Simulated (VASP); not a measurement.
# Al2O3 (Pnnm) in VASP: settings compared

Al2O3 is run at these levels: PBEsol+D4, RPBE, PBE, PBEsol; tasks: single point.

Everything below comes from runs of VASP 6.6.1. Logs are shortened: lines on timing, memory, paths and dates and some standing lists are left out, and cuts for length are marked.

## Step 1: The cell of the first run

The structure is orthorhombic, space group Pnnm (No. 58). The conventional cell has a = 4.550 Å, b = 9.581 Å, c = 2.995 Å, α = 90.00°, β = 90.00°, γ = 90.00°. Al (site symmetry m) has 4 O at 1.68 to 1.80 Å within 2.2 Å. O (site symmetry 2/m) has 2 Al at 1.68 Å within 2.2 Å. Within 2.4 Å of O (site symmetry m) lie 3 Al at 1.79 to 1.80 Å.

## Step 2: Single point, PBEsol+D4

INCAR

```
ALGO = Normal
EDIFF = 1E-6
ENCUT = 520
GGA = PS
ISIF = 2
ISMEAR = -1
IVDW = 13
LASPH = T
LCHARG = F
LREAL = F
LWAVE = F
NBANDS = 35
NELM = 100
PREC = Accurate
SIGMA = 0.05
```

KPOINTS

```
k-points
0
Gamma
  5 3 7
```

POSCAR

```
Al2O3
1.0
    4.5502791438      0.0000000000      0.0000000000
    0.0000000000      9.5810805058      0.0000000000
    0.0000000000      0.0000000000      2.9950326007
Al O
4 6
Direct
    1.1117864403      0.8333944472      0.0000000000
   -0.1117864403      0.1666055528      0.0000000000
    0.6117864403      0.6666055528      0.5000000000
    0.3882135597      0.3333944472      0.5000000000
    0.5000000000      0.5000000000      0.5000000000
    0.3028294104      0.7846414908      0.5000000000
    0.1971705896      0.2846414908      0.0000000000
    0.8028294104      0.7153585092      0.0000000000
    0.0000000000      0.0000000000      0.0000000000
    0.6971705896      0.2153585092      0.5000000000
```

Potentials or basis: VASP PAW PBE potentials, release 64 (Al, O).

Run with:

```
cat potpaw_PBE.64/Al/POTCAR potpaw_PBE.64/O/POTCAR > POTCAR
mpirun -np 1 vasp_std > vasp.out
```

OUTCAR:

```text
EDIFF = 1E-6
   ENCUT = 520
   GGA = PS
   ISIF = 2
   ISMEAR = -1
   IVDW = 13
   LASPH = T
   LREAL = F
   NELM = 100
   PREC = Accurate

 ion  position               nearest neighbor table
   1  0.112  0.833  0.000-   9 1.68   6 1.79   6 1.79   8 1.80   3 3.16   3 3.16   3 3.16   3 3.16
                             2 3.35
   2  0.888  0.167  0.000-   9 1.68  10 1.79  10 1.79   7 1.80   4 3.16   4 3.16   4 3.16   4 3.16
                             1 3.35
   3  0.612  0.667  0.500-   5 1.68   8 1.79   8 1.79   6 1.80   1 3.16   1 3.16   1 3.16   1 3.16
                             4 3.35
   4  0.388  0.333  0.500-   5 1.68   7 1.79   7 1.79  10 1.80   2 3.16   2 3.16   2 3.16   2 3.16
                             3 3.35
   5  0.500  0.500  0.500-   3 1.68   4 1.68
   6  0.303  0.785  0.500-   1 1.79   1 1.79   3 1.80
   7  0.197  0.285  0.000-   4 1.79   4 1.79   2 1.80
   8  0.803  0.715  0.000-   3 1.79   3 1.79   1 1.80
   9  0.000  0.000  0.000-   1 1.68   2 1.68
  10  0.697  0.215  0.500-   2 1.79   2 1.79   4 1.80

  LATTYP: Found a simple orthorhombic cell.
 ALAT       =     2.9950326007
 B/A-ratio  =     1.5192753303
 C/A-ratio  =     3.1989903895

  Lattice vectors:

 A1 = (   0.0000000000,   0.0000000000,   2.9950326007)
 A2 = (   4.5502791438,   0.0000000000,   0.0000000000)
 A3 = (   0.0000000000,   9.5810805058,   0.0000000000)

Analysis of symmetry for initial positions (statically):
=====================================================================
 Subroutine PRICEL returns:
 Original cell was already a primitive cell.

 Routine SETGRP: Setting up the symmetry group for a
 simple orthorhombic supercell.

 Subroutine GETGRP returns: Found  8 space group operations
 (whereof  4 operations were pure point group operations)
 out of a pool of  8 trial point group operations.

The static configuration has the point symmetry C_2h.
 The point group associated with its full space group is D_2h.

Analysis of symmetry for dynamics (positions and initial velocities):
=====================================================================
 Subroutine PRICEL returns:
 Original cell was already a primitive cell.

 Routine SETGRP: Setting up the symmetry group for a
 simple orthorhombic supercell.

 Subroutine GETGRP returns: Found  8 space group operations
 (whereof  4 operations were pure point group operations)
[... 124 lines left out ...]
   ISIF   =      2    stress and relaxation
   ISYM   =      2    0-nonsym 1-usesym 2-fastsym
   POTIM  = 0.5000    time-step for ionic-motion
   TEBEG  =    0.0;   TEEND  =   0.0 temperature during run
   PSTRESS=    0.0 pullay stress
   NELECT =      48.0000    total number of electrons
   NUPDOWN=      -1.0000    fix difference up-down
   EMIN   =  10.00;   EMAX   =-10.00  energy-range for DOS
   EFERMI =   0.00;   METHOD = LEGACY
   ISMEAR =    -1;   SIGMA  =   0.05  broadening in eV -4-tet -1-fermi 0-gaus
   EFERMI_NEDOS =   21; number of points for ismear=-14 and -15
   IALGO  =     38    algorithm
   IMIX   =      4    mixing-type and parameters
     AMIX     =   0.40;   BMIX     =  1.00
     AMIX_MAG =   1.60;   BMIX_MAG =  1.00
  volume/ion in A,a.u.               =      13.06        88.12
  Fermi-wavevector in a.u.,A,eV,Ry     =   1.172746  2.216168 18.712537  1.375333
  Thomas-Fermi vector in A             =   2.309170
   LORBIT       =      0    0 simple, 1 ext, 2 COOP (PROOUT), +10 PAW based schemes
   GGA     = PS    functional components
   LHFCALC =     F    Hartree Fock is set to
   AEXX    =    0.0000 exact exchange contribution
   IVDW    =    13    specifies the selected vdW correction
   LEPSILON=     F    determine dielectric tensor
   LRPA    =     F    only Hartree local field effects (RPA)
 non-spin polarized calculation
  energy-cutoff  :      520.00
  volume of cell :      130.57
 maximum number of plane-waves:      3547
 NGX is ok and might be reduce to    36
   NGX = 17   NGY = 35   NGZ = 11

 number of electron      47.9999974 magnetization

 Free energy of the ion-electron system (eV)
  ---------------------------------------------------
  ext. energy  EPLUGINS =         0.00000000
  ---------------------------------------------------
  free energy    TOTEN  =       -76.95439825 eV

  energy without entropy =      -76.95439825  energy(sigma->0) =      -76.95439825

 E-fermi :   3.4685     XC(G=0):  -9.2790

 val. band max:        2.2941111834   @ k =   0.0000   0.0000   0.0000
 cond. band min:       5.7418312018   @ k =   0.0000   0.0000   0.0000
 fundamental gap:      3.4477200184
 Fermi energy:         3.4685148564

 k-point     1 :       0.0000    0.0000    0.0000
  band No.  band energies     occupation
      1     -16.8141      2.00000
      2     -16.7302      2.00000
      3     -15.5350      2.00000
      4     -15.5133      2.00000
      5     -14.1808      2.00000
      6     -14.0372      2.00000
[... 901 lines left out ...]
     34      12.5342      0.00000
     35      12.9279      0.00000

------------------------ aborting loop because EDIFF is reached ----------------------------------------

  DFT-D4 for vdW energy calculation

  Edisp (eV):   -1.04235

  FORCE on cell =-STRESS in cart. coord.  units (eV):
  Direction    XX          YY          ZZ          XY          YZ          ZX
  --------------------------------------------------------------------------------------
  -------------------------------------------------------------------------------------
  Total       0.07249     0.44937     0.08372    -0.00000     0.00000     0.00000
  in kB       0.88944     5.51398     1.02733    -0.00000     0.00000     0.00000
  external pressure =        2.48 kB  Pullay stress =        0.00 kB

 VOLUME and BASIS-vectors are now :
 -----------------------------------------------------------------------------
  energy-cutoff  :      520.00
  volume of cell :      130.57
      direct lattice vectors                 reciprocal lattice vectors
     4.550279144  0.000000000  0.000000000     0.219766737  0.000000000  0.000000000
     0.000000000  9.581080506  0.000000000     0.000000000  0.104372362  0.000000000
     0.000000000  0.000000000  2.995032601     0.000000000  0.000000000  0.333886182

 POSITION                                       TOTAL-FORCE (eV/Angst)
 -----------------------------------------------------------------------------------
      0.50866      7.98482      0.00000         0.017709     -0.047015      0.000000
      4.04162      1.59626      0.00000        -0.017709      0.047015     -0.000000
      2.78380      6.38680      1.49752         0.017709      0.047015      0.000000
      1.76648      3.19428      1.49752        -0.017709     -0.047015     -0.000000
      2.27514      4.79054      1.49752        -0.000000     -0.000000      0.000000
      1.37796      7.51771      1.49752         0.006663     -0.005970     -0.000000
      0.89718      2.72717      0.00000        -0.006663     -0.005970      0.000000
      3.65310      6.85391      0.00000         0.006663      0.005970     -0.000000
      0.00000      0.00000      0.00000        -0.000000     -0.000000      0.000000
      3.17232      2.06337      1.49752        -0.006663      0.005970      0.000000
 -----------------------------------------------------------------------------------
    total drift:                                0.000000     -0.000000      0.000000

  FREE ENERGIE OF THE ION-ELECTRON SYSTEM (eV)
  ---------------------------------------------------
  free  energy   TOTEN  =       -77.9967485336 eV

  energy  without entropy=      -77.9967485336  energy(sigma->0) =      -77.99674853
```

stdout:

```text
POSCAR found type information on POSCAR AlO
 POSCAR found :  2 types and      10 ions
 scaLAPACK will be used
 -----------------------------------------------------------------------------
|                                                                             |
|                                                                             |
|     You enforced a specific xc type in the INCAR file but a different       |
|     I HOPE YOU KNOW WHAT YOU ARE DOING!                                     |
|                                                                             |
 -----------------------------------------------------------------------------

 LDA part: xc-table for (Slater+PW92), standard interpolation
 POSCAR, INCAR and KPOINTS ok, starting setup
 FFT: planning ... GRIDC
 FFT: planning ... GRID_SOFT
 FFT: planning ... GRID
 WAVECAR not read
 entering main loop
```

It took 43 s on 1 thread of Intel Xeon 6975P-C (Granite Rapids), shared host; peak memory 0.27 GiB.

Results:

* Free energy: -77.9967 eV
* Pressure: 0.2 GPa
* Largest force: 0.050 eV/Å
* Band gap on the k mesh: 3.45 eV, direct
* Dispersion energy per atom: -0.104 eV

Forces on the atoms (eV/Å):
```
Al   0.018 -0.047  0.000
Al  -0.018  0.047  0.000
Al   0.018  0.047  0.000
Al  -0.018 -0.047  0.000
O    0.000  0.000  0.000
O    0.007 -0.006  0.000
O   -0.007 -0.006  0.000
O    0.007  0.006  0.000
O    0.000  0.000  0.000
O   -0.007  0.006  0.000
```

Stress tensor (GPa, compression positive):
```
0.09 0.00 0.00
0.00 0.55 0.00
0.00 0.00 0.10
```

Levels at points of the mesh, in eV from the valence-band top:
```csv
k point,band 22,band 23,band 24,band 25,band 26,band 27
"(0.00, 0.00, 0.00)",-0.60,-0.06,0.00,3.45,5.25,6.08
```

Caveat: the PAW data sets were made with another functional, which shifts forces and pressure a little. A k mesh can miss the band edges.

(Part 1 of 4 ends here.)
